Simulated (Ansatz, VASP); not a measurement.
# Sc: VASP beside Ansatz

Contents of INCAR:

```
PREC     = Accurate       # precision mode
ENCUT    = 520            # plane-wave cutoff, eV
EDIFF    = 1E-8           # SCF threshold, eV
ISMEAR   = -1             # smearing method
SIGMA    = 0.03           # smearing width, eV
LREAL    = F              # projectors in reciprocal space
LASPH    = T              # aspherical terms in the spheres
NELM     = 80             # most SCF steps
ALGO     = Normal         # electronic algorithm
ISIF     = 2              # what is computed and relaxed
LWAVE    = F              # write WAVECAR
LCHARG   = F              # write CHGCAR
GGA      = PE             # functional
LEFG     = T            
NBANDS   = 12             # bands
```

The input KPOINTS:

```
Automatic mesh
0
Gamma
  12 12 12
```

File POSCAR:

```
Sc
1.0
    0.0000000000      2.2892653138      2.2892653138
    2.2892653138      0.0000000000      2.2892653138
    2.2892653138      2.2892653138      0.0000000000
Sc
1
Direct
    0.0000000000      0.0000000000      0.0000000000
```

Input for Ansatz:

```yaml
crystal:
  lattice:
    - [0.0, 2.2892653138, 2.2892653138]
    - [2.2892653138, 0.0, 2.2892653138]
    - [2.2892653138, 2.2892653138, 0.0]
  atoms:
    - { symbol: Sc, position: [0.0, 0.0, 0.0] }
kpoints:
  mp_grid: { grid: [12, 12, 12] }
scf:
  occupations: { method: fermi_dirac, width: 0.03 }
hamiltonian:
  xc: pbe
  pseudopotentials: { kind: paw }
output:
  forces: true
  stress: true
  eigenvalues: true
  efg: { contact_densities: true }
```

Change from the starting cell: volume scaled by 1.025, PAW files.

Alike in both runs: task electric field gradients; functional PBE; k mesh 12 × 12 × 12; occupations fermi-dirac, width 0.03 eV; no spin polarisation.

|  | VASP | Ansatz |
| --- | --- | --- |
| version | VASP 6.6.1 | Ansatz 0.2.0 |
| potentials or method | VASP PAW PBE potentials, release 64 (Sc_sv) | PAW with Ansatz's default frozen-core files, scalar-relativistic |
| plane-wave cutoff (eV) | 520 | 420 |
| valence electrons in the cell | 11 | 11 |

```tsv
	VASP	Ansatz	Ansatz less VASP
pressure (GPa)	1.5	1.5	-0.03
```

With one functional, cell and mesh, what is left measures potentials, basis and numerics.
